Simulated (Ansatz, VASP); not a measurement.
One calculation of Fe, two programs

The input INCAR:

```
SYSTEM = Fe
ALGO = Normal ; EDIFF = 1E-6
ENCUT = 600 ; GGA = PS
GGA_COMPAT = .False. ; ISIF = 2
ISMEAR = 0 ; ISPIN = 2
LASPH = .True. ; LCHARG = .True.
LELF = .True. ; LMAXMIX = 4
LORBIT = 11 ; LREAL = .False.
LVHAR = .True. ; LWAVE = .False.
MAGMOM = 4 ; NBANDS = 14
NELM = 200 ; PREC = Accurate
SIGMA = 0.1
```

KPOINTS

```
k-points
0
Gamma
  10 10 10
  0 0 0
```

POSCAR

```
Fe
1.0
   -1.3588295660      1.3588295660      1.3588295660
    1.3588295660     -1.3588295660      1.3588295660
    1.3588295660      1.3588295660     -1.3588295660
Fe
1
Direct
    0.0000000000      0.0000000000      0.0000000000
```

Input for Ansatz:

```yaml
crystal:
  lattice:
    - [-1.358829566, 1.358829566, 1.358829566]
    - [1.358829566, -1.358829566, 1.358829566]
    - [1.358829566, 1.358829566, -1.358829566]
  atoms:
    - { symbol: Fe, position: [0.0, 0.0, 0.0], spin: 4.0 }
basis:
  ecutwfc: 420
kpoints:
  mp_grid: { grid: [10, 10, 10] }
hamiltonian:
  xc: pbesol
scf:
  occupations: { method: gaussian, width: 0.1 }
  lower_state_search: "off"
output:
  forces: true
  stress: true
  eigenvalues: true
  populations: true
magnetization:
  spin_polarized: true
```

Alike in both runs: task single point; functional PBEsol; k mesh 10 × 10 × 10; occupations gaussian, width 0.1 eV; collinear spin.

```csv
,VASP,Ansatz
version,VASP 6.6.1,Ansatz 0.2.0
potentials or method,"VASP PAW PBE potentials, release 64 (Fe), cutoff 600 eV","scalar-relativistic, plane waves, PAW"
valence electrons in the cell,8,16
```

VASP gave:

```
gap on the k mesh at the Fermi level (eV)                     : none
pressure (GPa)                                                : 19.9
net moment per atom (μB)                                      : 1.98
size of the moment on the site where the two differ most (μB) : 1.95
```

Task: Which values does Ansatz return?

Result: gap on the k mesh at the Fermi level (eV): none; pressure (GPa): 20.1; net moment per atom (μB): 1.96; size of the moment on the site where the two differ most (μB): 1.98.

VASP's potentials were made for PBE, not for PBEsol. Site moments also hang on the region over which each program counts them. A gap of «none» marks a metal or a gap that the smearing closes. The functional is the same, so the differences come from potentials, cutoffs and numerics. VASP's potentials hold 8 valence electrons a cell and Ansatz's 16, so a difference there can come from the potentials and not from the codes.
